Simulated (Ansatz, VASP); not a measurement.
Sb in VASP and in Ansatz

INCAR

```
PREC = Accurate ; ENCUT = 600
EDIFF = 1E-7 ; ISMEAR = -1
SIGMA = 0.05 ; LREAL = F
LASPH = T ; NELM = 80
ALGO = Normal ; ISIF = 3
LWAVE = F ; LCHARG = F
GGA = PE ; IBRION = 2
NSW = 60 ; EDIFFG = -0.005
```

File KPOINTS:

```
Automatic mesh
0
Gamma
  16 16 16
```

File POSCAR:

```
Sb
1.0
    0.0000000000      2.4101422642      2.4101422642
    2.4101422642      0.0000000000      2.4101422642
    2.4101422642      2.4101422642      0.0000000000
Sb
1
Direct
    0.0000000000      0.0000000000      0.0000000000
```

Input for Ansatz:

```yaml
crystal:
  lattice:
    - [0.0, 2.4101422642, 2.4101422642]
    - [2.4101422642, 0.0, 2.4101422642]
    - [2.4101422642, 2.4101422642, 0.0]
  atoms:
    - { symbol: Sb, position: [0.0, 0.0, 0.0] }
kpoints:
  mp_grid: { grid: [16, 16, 16] }
scf:
  occupations: { method: fermi_dirac, width: 0.05 }
hamiltonian:
  xc: pbe
  pseudopotentials: { kind: paw }
output:
  forces: true
  stress: true
relax:
  f_tol: 0.005
  max_steps: 40
  cell: {}
```

Alike in both runs: task relaxation of cell and atoms; functional PBE; k mesh 16 × 16 × 16; occupations fermi-dirac, width 0.05 eV; no spin polarisation.

|  | VASP | Ansatz |
| --- | --- | --- |
| version | VASP 6.6.1 | Ansatz 0.2.0 |
| potentials or method | VASP PAW PBE potentials, release 64 (Sb) | PAW with Ansatz's default frozen-core files, scalar-relativistic |
| plane-wave cutoff (eV) | 600 | 420 |
| valence electrons in the cell | 5 | 15 |

|  | VASP | Ansatz | Ansatz less VASP |
| --- | --- | --- | --- |
| relaxed volume (Å³/atom) | 27.43 | 27.50 | +0.071 |
| relaxed length of the cell vector where the two differ most in proportion (Å) | 3.385 | 3.388 | +0.0029 |

VASP's potentials hold 5 valence electrons a cell and Ansatz's 15, so a difference there can come from the potentials and not from the codes.

Neither program's run includes spin-orbit coupling.
